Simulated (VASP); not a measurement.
# In3Sb2As (P6_3mc) in VASP: single point with PBE

Aim: the single point of In3Sb2As with PBE.

All numbers are computed with VASP 6.6.1; they aren't measurements. Logs are shortened: lines on timing, memory, paths and dates and some standing lists are left out, and cuts for length are marked.

## 1. The cell of the first run

The structure is hexagonal, space group P6_3mc (No. 186). The conventional cell has a = 4.578 Å, b = 4.578 Å, c = 22.590 Å, α = 90.00°, β = 90.00°, γ = 120.00°. Within 3.6 Å of In (site symmetry 3m) lie 1 As at 2.69 Å and 3 Sb at 2.84 Å. Within 3.7 Å of In (site symmetry 3m) lie 4 Sb at 2.83 to 2.87 Å. Within 3.6 Å of In (site symmetry 3m) lie 3 As at 2.76 Å and 1 Sb at 2.89 Å. Sb (site symmetry 3m) has 4 In at 2.84 to 2.87 Å within 3.7 Å. Within 3.7 Å of Sb (site symmetry 3m) lie 4 In at 2.83 to 2.89 Å. As (site symmetry 3m) has 4 In at 2.69 to 2.76 Å within 3.6 Å.

## 2. Single point, PBE

The input, INCAR:

```
PREC     = Accurate       # precision mode
ENCUT    = 520            # plane-wave cutoff, eV
EDIFF    = 1E-7           # SCF threshold, eV
ISMEAR   = 0              # smearing method
SIGMA    = 0.01           # smearing width, eV
LREAL    = False          # projectors in reciprocal space
LASPH    = True           # aspherical terms in the spheres
NELM     = 100            # most SCF steps
ALGO     = Fast           # electronic algorithm
ISIF     = 2              # what is computed and relaxed
LWAVE    = False          # write WAVECAR
LCHARG   = False          # write CHGCAR
GGA      = PE             # functional
NBANDS   = 66             # bands
```

The input, KPOINTS:

```
Automatic mesh
0
Gamma
  12 12 2
```

The input, POSCAR:

```
In3Sb2As
1.0
    4.5782871379      0.0000000289      0.0000000000
   -2.2891435939      3.9649129528      0.0000000000
    0.0000000000      0.0000000000     22.5899167000
In Sb As
6 4 2
Direct
    0.6666666667      0.3333333333      0.1729430000
    0.6666666667      0.3333333333      0.5004310000
    0.6666666667      0.3333333333      0.8274170000
    0.3333333333      0.6666666667      0.0004310000
    0.3333333333      0.6666666667      0.3274170000
    0.3333333333      0.6666666667      0.6729430000
    0.6666666667      0.3333333333      0.6274210000
    0.6666666667      0.3333333333      0.9551600000
    0.3333333333      0.6666666667      0.1274210000
    0.3333333333      0.6666666667      0.4551600000
    0.6666666667      0.3333333333      0.2921270000
    0.3333333333      0.6666666667      0.7921270000
```

Potentials or basis: VASP PAW PBE potentials, release 64 (In_d, Sb, As).

Launch:

```sh
$ cat potpaw_PBE.64/In_d/POTCAR potpaw_PBE.64/Sb/POTCAR potpaw_PBE.64/As/POTCAR > POTCAR
$ mpirun -np 1 vasp_std > vasp.out
```

OUTCAR:

```text
PREC = Accurate
   ENCUT = 520
   EDIFF = 1E-7
   ISMEAR = 0
   LREAL = False
   LASPH = True
   NELM = 100
   ISIF = 2
   GGA = PE

 ion  position               nearest neighbor table
   1  0.667  0.333  0.173-  11 2.69   9 2.84   9 2.84   9 2.84
   2  0.667  0.333  0.500-  10 2.83  10 2.83  10 2.83   7 2.87
   3  0.667  0.333  0.827-  12 2.76  12 2.76  12 2.76   8 2.89
   4  0.333  0.667  0.000-   8 2.83   8 2.83   8 2.83   9 2.87
   5  0.333  0.667  0.327-  11 2.76  11 2.76  11 2.76  10 2.89
   6  0.333  0.667  0.673-  12 2.69   7 2.84   7 2.84   7 2.84
   7  0.667  0.333  0.627-   6 2.84   6 2.84   6 2.84   2 2.87
   8  0.667  0.333  0.955-   4 2.83   4 2.83   4 2.83   3 2.89
   9  0.333  0.667  0.127-   1 2.84   1 2.84   1 2.84   4 2.87
  10  0.333  0.667  0.455-   2 2.83   2 2.83   2 2.83   5 2.89
  11  0.667  0.333  0.292-   1 2.69   5 2.76   5 2.76   5 2.76
  12  0.333  0.667  0.792-   6 2.69   3 2.76   3 2.76   3 2.76

  LATTYP: Found a hexagonal cell.
 ALAT       =     4.5782871379
 C/A-ratio  =     4.9341415293

  Lattice vectors:

 A1 = (   4.5782871379,   0.0000000289,   0.0000000000)
 A2 = (  -2.2891435939,   3.9649129528,   0.0000000000)
 A3 = (   0.0000000000,   0.0000000000,  22.5899167000)

Analysis of symmetry for initial positions (statically):
=====================================================================
 Subroutine PRICEL returns:
 Original cell was already a primitive cell.

 Routine SETGRP: Setting up the symmetry group for a
 hexagonal supercell.

 Subroutine GETGRP returns: Found 12 space group operations
 (whereof  6 operations were pure point group operations)
 out of a pool of 24 trial point group operations.

The static configuration has the point symmetry C_3v.
 The point group associated with its full space group is C_6v.

Analysis of symmetry for dynamics (positions and initial velocities):
=====================================================================
 Subroutine PRICEL returns:
 Original cell was already a primitive cell.

 Routine SETGRP: Setting up the symmetry group for a
 hexagonal supercell.

 Subroutine GETGRP returns: Found 12 space group operations
 (whereof  6 operations were pure point group operations)
[... 131 lines left out ...]
   POTIM  = 0.5000    time-step for ionic-motion
   TEBEG  =    0.0;   TEEND  =   0.0 temperature during run
   PSTRESS=    0.0 pullay stress
   NELECT =     108.0000    total number of electrons
   NUPDOWN=      -1.0000    fix difference up-down
   EMIN   =  10.00;   EMAX   =-10.00  energy-range for DOS
   EFERMI =   0.00;   METHOD = LEGACY
   ISMEAR =     0;   SIGMA  =   0.01  broadening in eV -4-tet -1-fermi 0-gaus
   EFERMI_NEDOS =   21; number of points for ismear=-14 and -15
   IALGO  =     68    algorithm
   IMIX   =      4    mixing-type and parameters
     AMIX     =   0.40;   BMIX     =  1.00
     AMIX_MAG =   1.60;   BMIX_MAG =  1.00
  volume/ion in A,a.u.               =      34.17       230.60
  Fermi-wavevector in a.u.,A,eV,Ry     =   1.049379  1.983039 14.982681  1.101196
  Thomas-Fermi vector in A             =   2.184339
   LORBIT       =      0    0 simple, 1 ext, 2 COOP (PROOUT), +10 PAW based schemes
   GGA     = PE    functional components
   LHFCALC =     F    Hartree Fock is set to
   AEXX    =    0.0000 exact exchange contribution
   IVDW    =     0    specifies the selected vdW correction
   LEPSILON=     F    determine dielectric tensor
   LRPA    =     F    only Hartree local field effects (RPA)
 non-spin polarized calculation
 RMM-DIIS sequential band-by-band and
 Gauss-broadening in eV      SIGMA  =   0.01
  energy-cutoff  :      520.00
  volume of cell :      410.06
 maximum number of plane-waves:     11119
 NGX is ok and might be reduce to    36
   NGX = 17   NGY = 17   NGZ = 85

 number of electron     108.0000004 magnetization

 Free energy of the ion-electron system (eV)
  ---------------------------------------------------
  ext. energy  EPLUGINS =         0.00000000
  ---------------------------------------------------
  free energy    TOTEN  =       -42.87878139 eV

  energy without entropy =      -42.87869816  energy(sigma->0) =      -42.87873978

 E-fermi :   4.3385     XC(G=0):  -8.5065

 val. band max:        4.3383410020   @ k =   0.0000   0.0000   0.5000
 cond. band min:       4.4048204912   @ k =   0.0000   0.0000   0.0000
 fundamental gap:      0.0664794892
 Fermi energy:         4.3384957369

 k-point     1 :       0.0000    0.0000    0.0000
  band No.  band energies     occupation
      1     -10.3489      2.00000
      2     -10.3488      2.00000
      3     -10.2971      2.00000
      4     -10.2971      2.00000
      5     -10.2971      2.00000
      6     -10.2971      2.00000
[... 1645 lines left out ...]
     65       8.3477      0.00000
     66       8.3776      0.00000

 [... further k-points ...]

------------------------ aborting loop because EDIFF is reached ----------------------------------------

  FORCE on cell =-STRESS in cart. coord.  units (eV):
  Direction    XX          YY          ZZ          XY          YZ          ZX
  --------------------------------------------------------------------------------------
  -------------------------------------------------------------------------------------
  Total       -0.0114314     -0.0114314     -0.0033426     -0.0000000      0.0000000      0.0000000
  in kB       -0.0446641     -0.0446641     -0.0130602     -0.0000000      0.0000000      0.0000000
  external PRESSURE =      -0.0341295 kB  Pullay stress =       0.0000000 kB

 VOLUME and BASIS-vectors are now :
 -----------------------------------------------------------------------------
  energy-cutoff  :      520.00
  volume of cell :      410.06
      direct lattice vectors                 reciprocal lattice vectors
     4.578287138  0.000000029  0.000000000     0.218422298  0.126106174  0.000000000
    -2.289143594  3.964912953  0.000000000    -0.000000002  0.252212346  0.000000000
     0.000000000  0.000000000 22.589916700     0.000000000  0.000000000  0.044267538

 POSITION                                       TOTAL-FORCE (eV/Angst)
 -----------------------------------------------------------------------------------
      2.28914      1.32164      3.90677         0.000000      0.000000     -0.004221
      2.28914      1.32164     11.30469        -0.000000     -0.000000     -0.000098
      2.28914      1.32164     18.69128         0.000000     -0.000000      0.002685
     -0.00000      2.64328      0.00974         0.000000      0.000000     -0.000098
     -0.00000      2.64328      7.39632         0.000000      0.000000      0.002685
     -0.00000      2.64328     15.20173        -0.000000      0.000000     -0.004221
      2.28914      1.32164     14.17339         0.000000     -0.000000     -0.000564
      2.28914      1.32164     21.57698         0.000000      0.000000      0.001892
     -0.00000      2.64328      2.87843        -0.000000      0.000000     -0.000564
     -0.00000      2.64328     10.28203        -0.000000     -0.000000      0.001892
      2.28914      1.32164      6.59912        -0.000000      0.000000      0.000305
     -0.00000      2.64328     17.89408         0.000000     -0.000000      0.000305
 -----------------------------------------------------------------------------------
    total drift:                               -0.000001     -0.000000      0.000297

  FREE ENERGIE OF THE ION-ELECTRON SYSTEM (eV)
  ---------------------------------------------------
  free  energy   TOTEN  =       -42.8787813934 eV

  energy  without entropy=      -42.8786981600  energy(sigma->0) =      -42.87873978
```

stdout:

```text
POSCAR found type information on POSCAR InSbAs
 POSCAR found :  3 types and      12 ions
 scaLAPACK will be used
 LDA part: xc-table for (Slater+PW92), standard interpolation
 POSCAR, INCAR and KPOINTS ok, starting setup
 FFT: planning ... GRIDC
 FFT: planning ... GRID_SOFT
 FFT: planning ... GRID
 WAVECAR not read
 entering main loop
```

Wall time 62 min (1 thread of Oxide Virtual Turin-like, shared host); peak memory 1 GiB.

Results:

```yaml
Free_energy: -42.8788 eV
Pressure: 0.0 GPa
Largest_force: 0.004 eV/Å
Band_gap_on_the_k_mesh: zero (filled and empty bands touch)
```

Forces in eV/Å, atoms in the order of the input:
```
In   0.000  0.000 -0.004
In   0.000  0.000  0.000
In   0.000  0.000  0.003
In   0.000  0.000  0.000
In   0.000  0.000  0.003
In   0.000  0.000 -0.004
Sb   0.000  0.000 -0.001
Sb   0.000  0.000  0.002
Sb   0.000  0.000 -0.001
Sb   0.000  0.000  0.002
As   0.000  0.000  0.000
As   0.000  0.000  0.000
```

Caveat: semilocal functionals underestimate gaps, and a narrow one can read as zero; spin-orbit coupling is left out, which moves the levels of the heavy elements.

The gap in the log of VASP goes by the Fermi energy; the results here count the filled bands.